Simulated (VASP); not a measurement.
# SrSiI6 in VASP: single point with PBEsol

Aim: the single point of SrSiI6 with PBEsol.

Program: VASP 6.6.1. These are calculated values, not measurements. Logs are shortened: lines on timing, memory, paths and dates and some standing lists are left out, and cuts for length are marked.

### Step 1. The cell of the first run

The typed cell holds 8 atoms: a = 7.447 Å, b = 7.448 Å, c = 7.448 Å, α = 108.28°, β = 108.27°, γ = 108.26°.

### Step 2. Single point, PBEsol

Input file INCAR:

```
PREC = Accurate
ENCUT = 520
EDIFF = 1E-6
ISMEAR = -1
SIGMA = 0.05
LREAL = False
LASPH = True
NELM = 100
ALGO = Normal
ISIF = 2
LWAVE = False
LCHARG = False
GGA = PS
NBANDS = 38
```

Input file KPOINTS:

```
Automatic mesh
0
Gamma
  4 4 4
```

Input file POSCAR:

```
SrSiI6
1.0
    6.0346194286      3.4843877672      2.6271308234
   -6.0354926279      3.4854737798      2.6267837152
    0.0004688506     -6.9702150014      2.6260550252
Sr Si I
1 1 6
Direct
    0.0001851479      0.0000396186      0.0002148255
    0.5002118208      0.5000230717      0.5002439878
    0.5115107491      0.2413488512      0.1631927233
    0.2415008642      0.1629374175      0.5114075006
    0.8372988299      0.4887897097      0.7589101526
    0.7588744822      0.8371087937      0.4890296775
    0.4889391630      0.7587363805      0.8372751400
    0.1631701454      0.5113413434      0.2416002821
```

Potentials or basis: VASP PAW PBE potentials, release 64 (Sr_sv, Si, I).

Run with:

```
$ cat potpaw_PBE.64/Sr_sv/POTCAR potpaw_PBE.64/Si/POTCAR potpaw_PBE.64/I/POTCAR > POTCAR
$ mpirun -np 1 vasp_std > vasp.out
```

OUTCAR:

```text
PREC = Accurate
   ENCUT = 520
   EDIFF = 1E-6
   ISMEAR = -1
   LREAL = False
   LASPH = True
   NELM = 100
   ISIF = 2
   GGA = PS

 ion  position               nearest neighbor table
   1  0.000  0.000  0.000-   6 3.26   4 3.26   7 3.26   5 3.26   3 3.26   8 3.26   2 3.94   2 3.94

   2  0.500  0.500  0.500-   7 2.69   5 2.69   3 2.69   8 2.69   4 2.69   6 2.69   1 3.94   1 3.94

   3  0.512  0.241  0.163-   2 2.69   1 3.26   7 3.57
   4  0.242  0.163  0.511-   2 2.69   1 3.26
   5  0.837  0.489  0.759-   2 2.69   1 3.26
   6  0.759  0.837  0.489-   2 2.69   1 3.26
   7  0.489  0.759  0.837-   2 2.69   1 3.26   3 3.57
   8  0.163  0.511  0.242-   2 2.69   1 3.26

  LATTYP: Found a triclinic cell.
 ALAT       =    19.1708232875
 B/A-ratio  =     0.6296084383
 C/A-ratio  =     0.4110397067
 COS(alpha) =     0.0000225518
 COS(beta)  =     0.2740402349
 COS(gamma) =     0.9443867375

  Lattice vectors:

 A1 = (  18.1051358338,   3.4836552090,  -5.2524916322)
 A2 = (  12.0701120565,  -0.0010860126,   0.0003471082)
 A3 = (   0.0004043487,   0.0003534544,  -7.8799695638)

Analysis of symmetry for initial positions (statically):
=====================================================================
 Subroutine PRICEL returns:
 Original cell was already a primitive cell.

 Routine SETGRP: Setting up the symmetry group for a
 triclinic supercell.

 Subroutine GETGRP returns: Found  1 space group operations
 (whereof  1 operations were pure point group operations)
 out of a pool of  2 trial point group operations.

The static configuration has the point symmetry C_1 .

Analysis of symmetry for dynamics (positions and initial velocities):
=====================================================================
 Subroutine PRICEL returns:
 Original cell was already a primitive cell.

 Routine SETGRP: Setting up the symmetry group for a
 triclinic supercell.

 Subroutine GETGRP returns: Found  1 space group operations
 (whereof  1 operations were pure point group operations)
 out of a pool of  2 trial point group operations.

The dynamic configuration has the point symmetry C_1 .

 Subroutine INISYM returns: Found  1 space group operations
 (whereof  1 operations are pure point group operations),
 and found     1 'primitive' translations

----------------------------------------------------------------------------------------

                                     Primitive cell

  volume of cell :     331.4703

  direct lattice vectors                    reciprocal lattice vectors
     6.034619429  3.484387767  2.627130823     0.082849925  0.047819564  0.126910440
    -6.035492628  3.485473780  2.626783715    -0.082848620  0.047805215  0.126901937
     0.000468851 -6.970215001  2.626055025    -0.000012256 -0.095657634  0.126899752

  length of vectors
     7.447107232  7.448200549  7.448493967     0.158924764  0.158912976  0.158914852

  position of ions in fractional coordinates (direct lattice)
     0.000185148  0.000039619  0.000214826
     0.500211821  0.500023072  0.500243988
     0.511510749  0.241348851  0.163192723
     0.241500864  0.162937417  0.511407501
     0.837298830  0.488789710  0.758910153
     0.758874482  0.837108794  0.489029677
     0.488939163  0.758736380  0.837275140
     0.163170145  0.511341343  0.241600282

  ion indices of the primitive-cell ions
   primitive index   ion index
                 1           1
                 2           2
                 3           3
                 4           4
                 5           5
                 6           6
                 7           7
                 8           8

----------------------------------------------------------------------------------------

 KPOINTS: Automatic mesh

Automatic generation of k-mesh.
 Grid dimensions read from file:
 generate k-points for:    4    4    4

 Generating k-lattice:

  Cartesian coordinates                     Fractional coordinates (reciprocal lattice)
     0.020712481  0.011954891  0.031727610     0.250000000 -0.000000000 -0.000000000
    -0.020712155  0.011951304  0.031725484     0.000000000  0.250000000  0.000000000
    -0.000003064 -0.023914408  0.031724938     0.000000000  0.000000000  0.250000000

  Length of vectors
     0.039731191  0.039728244  0.039728713

  Shift w.r.t. Gamma in fractional coordinates (k-lattice)
     0.000000000  0.000000000  0.000000000

 Subroutine IBZKPT returns following result:
 ===========================================

 Found     36 irreducible k-points:

 Following reciprocal coordinates:
            Coordinates               Weight
  0.000000  0.000000  0.000000      1.000000
  0.250000 -0.000000  0.000000      2.000000
 -0.000000  0.000000 -0.250000      2.000000
  0.500000 -0.000000  0.000000      1.000000
  0.000000 -0.000000  0.500000      1.000000
  0.000000  0.250000  0.000000      2.000000
[... 16 lines left out ...]
  0.500000  0.250000  0.250000      2.000000
 -0.250000 -0.250000  0.500000      2.000000
 [... further k-points ...]
   k-points           NKPTS =     36   k-points in BZ     NKDIM =     36   number of bands    NBANDS=     38
   number of dos      NEDOS =    301   number of ions     NIONS =      8
   total plane-waves  NPLWV = 175616
   dimension x,y,z NGX =    56 NGY =   56 NGZ =   56
   dimension x,y,z NGXF=   112 NGYF=  112 NGZF=  112
   ions per type =               1   1   6
   NGX,Y,Z   is equivalent  to a cutoff of  12.50, 12.50, 12.50 a.u.
   NGXF,Y,Z  is equivalent  to a cutoff of  25.00, 25.00, 25.00 a.u.
 SYSTEM =  unknown system
   PREC   = accura    normal or accurate (medium, high low for compatibility)
   ISTART =      0    job   : 0-new  1-cont  2-samecut
   ICHARG =      2    charge: 1-file 2-atom 10-const
   ISPIN  =      1    spin polarized calculation?
   LNONCOLLINEAR =      F non collinear calculations
   LSORBIT =      F    spin-orbit coupling
   LASPH  =      T    aspherical Exc in radial PAW
   ENCUT  =  520.0 eV  38.22 Ry    6.18 a.u.  13.85 13.85 13.85*2*pi/ulx,y,z
   NELM   =    100;   NELMIN=  2; NELMDL= -5     # of ELM steps
   EDIFF  = 0.1E-05   stopping-criterion for ELM
   LREAL  =      F    real-space projection
   EDIFFG = 0.1E-04   stopping-criterion for IOM
   NSW    =      0    number of steps for IOM
   IBRION =     -1    ionic relax: 0-MD 1-quasi-New 2-CG
   NFREE  =      0    steps in history (QN), initial steepest desc. (CG)
   ISIF   =      2    stress and relaxation
   ISYM   =      2    0-nonsym 1-usesym 2-fastsym
   POTIM  = 0.5000    time-step for ionic-motion
   TEBEG  =    0.0;   TEEND  =   0.0 temperature during run
   PSTRESS=    0.0 pullay stress
   NELECT =      56.0000    total number of electrons
   NUPDOWN=      -1.0000    fix difference up-down
   EMIN   =  10.00;   EMAX   =-10.00  energy-range for DOS
   EFERMI =   0.00;   METHOD = LEGACY
   ISMEAR =    -1;   SIGMA  =   0.05  broadening in eV -4-tet -1-fermi 0-gaus
   EFERMI_NEDOS =   21; number of points for ismear=-14 and -15
   IALGO  =     38    algorithm
   IMIX   =      4    mixing-type and parameters
     AMIX     =   0.40;   BMIX     =  1.00
     AMIX_MAG =   1.60;   BMIX_MAG =  1.00
  volume/ion in A,a.u.               =      41.43       279.61
  Fermi-wavevector in a.u.,A,eV,Ry     =   0.905015  1.710231 11.143890  0.819053
  Thomas-Fermi vector in A             =   2.028532
   LORBIT       =      0    0 simple, 1 ext, 2 COOP (PROOUT), +10 PAW based schemes
   GGA     = PS    functional components
   LHFCALC =     F    Hartree Fock is set to
   AEXX    =    0.0000 exact exchange contribution
   IVDW    =     0    specifies the selected vdW correction
   LEPSILON=     F    determine dielectric tensor
   LRPA    =     F    only Hartree local field effects (RPA)
 non-spin polarized calculation
  energy-cutoff  :      520.00
  volume of cell :      331.47
 maximum number of plane-waves:      8956
   NGX = 27   NGY = 27   NGZ = 27

 number of electron      55.9999998 magnetization

 Free energy of the ion-electron system (eV)
  ---------------------------------------------------
  ext. energy  EPLUGINS =         0.00000000
  ---------------------------------------------------
  free energy    TOTEN  =       -23.58483541 eV

  energy without entropy =      -23.58464000  energy(sigma->0) =      -23.58473770

 E-fermi :   2.2219     XC(G=0):  -7.9114

 val. band max:        1.8547998131   @ k =  -0.2500  -0.2500   0.2500
 cond. band min:       2.4639128003   @ k =   0.0000   0.0000   0.0000
 fundamental gap:      0.6091129873
 Fermi energy:         2.2218716791

 k-point     1 :       0.0000    0.0000    0.0000
  band No.  band energies     occupation
      1     -32.6745      2.00000
      2     -14.7587      2.00000
      3     -14.7353      2.00000
      4     -14.7353      2.00000
      5     -10.9703      2.00000
      6      -9.6824      2.00000
[... 30 lines left out ...]
     37       7.5541      0.00000
     38       7.5546      0.00000

 k-point     2 :       0.2500   -0.0000    0.0000
  band No.  band energies     occupation
      1     -32.6745      2.00000
      2     -14.7613      2.00000
      3     -14.7358      2.00000
      4     -14.7351      2.00000
      5     -10.8693      2.00000
      6      -9.9016      2.00000
[... 30 lines left out ...]
     37       7.5245      0.00000
     38       7.7024      0.00000

 k-point     3 :      -0.0000    0.0000   -0.2500
  band No.  band energies     occupation
      1     -32.6745      2.00000
      2     -14.7613      2.00000
      3     -14.7358      2.00000
      4     -14.7351      2.00000
      5     -10.8693      2.00000
      6      -9.9021      2.00000
[... 30 lines left out ...]
     37       7.5244      0.00000
[... 781 lines left out ...]
 k-point    23 :       0.5000    0.2500    0.2500
  band No.  band energies     occupation
      1     -32.6745      2.00000
      2     -14.7595      2.00000
      3     -14.7370      2.00000
      4     -14.7362      2.00000
      5     -10.8020      2.00000
      6      -9.9860      2.00000
[... 30 lines left out ...]
     37       7.5865      0.00000
     38       7.6771      0.00000

 k-point    24 :      -0.2500   -0.2500    0.5000
  band No.  band energies     occupation
      1     -32.6745      2.00000
      2     -14.7595      2.00000
      3     -14.7369      2.00000
      4     -14.7363      2.00000
      5     -10.8022      2.00000
      6      -9.9849      2.00000
[... 30 lines left out ...]
     37       7.5864      0.00000
     38       7.6830      0.00000

 [... further k-points ...]
[... 5 lines left out ...]
  --------------------------------------------------------------------------------------
  -------------------------------------------------------------------------------------
  Total        0.0591811      0.0614216      0.1635791      0.0029530     -0.0039529      0.0021495
  in kB        0.2860545      0.2968843      0.7906672      0.0142733     -0.0191067      0.0103897
  external PRESSURE =       0.4578687 kB  Pullay stress =       0.0000000 kB

 VOLUME and BASIS-vectors are now :
 -----------------------------------------------------------------------------
  energy-cutoff  :      520.00
  volume of cell :      331.47
      direct lattice vectors                 reciprocal lattice vectors
     6.034619429  3.484387767  2.627130823     0.082849925  0.047819564  0.126910440
    -6.035492628  3.485473780  2.626783715    -0.082848620  0.047805215  0.126901937
     0.000468851 -6.970215001  2.626055025    -0.000012256 -0.095657634  0.126899752

 POSITION                                       TOTAL-FORCE (eV/Angst)
 -----------------------------------------------------------------------------------
      0.00088     -0.00071      0.00115         0.000017      0.000490      0.000923
      0.00094     -0.00106      3.94124        -0.000156      0.000568     -0.000175
      1.63019      1.48603      2.40633         0.004378      0.003475      0.007015
      0.47420     -2.15522      2.40544         0.000015     -0.005799      0.008407
      2.10305     -0.66863      5.47658         0.005408     -0.002645     -0.007109
     -0.47262      2.15329      5.47679         0.000209      0.006261     -0.007616
     -1.62839     -1.48778      5.47627        -0.005005     -0.004600     -0.007486
     -2.10141      0.66681      2.40631        -0.004866      0.002250      0.006042
 -----------------------------------------------------------------------------------
    total drift:                                0.000002     -0.000000     -0.000006

  FREE ENERGIE OF THE ION-ELECTRON SYSTEM (eV)
  ---------------------------------------------------
  free  energy   TOTEN  =       -23.5848354088 eV

  energy  without entropy=      -23.5846399952  energy(sigma->0) =      -23.58473770
```

It took 6.3 min on 1 thread of AMD EPYC 7R43 (Zen 3), shared host; peak memory 0.66 GiB.

Results:

```yaml
Free_energy: -23.5848 eV
Pressure: 0.0 GPa
Largest_force: 0.010 eV/Å
Band_gap_on_the_k_mesh: 0.61 eV (least direct gap 0.97 eV)
```

Forces on the atoms (eV/Å):
```
Sr   0.000  0.000  0.001
Si   0.000  0.001  0.000
I    0.004  0.003  0.007
I    0.000 -0.006  0.008
I    0.005 -0.003 -0.007
I    0.000  0.006 -0.008
I   -0.005 -0.005 -0.007
I   -0.005  0.002  0.006
```

Caveat: the PAW data sets were made with another functional, which shifts forces and pressure a little; spin-orbit coupling is left out, which moves the levels of the heavy elements. A k mesh can miss the band edges.
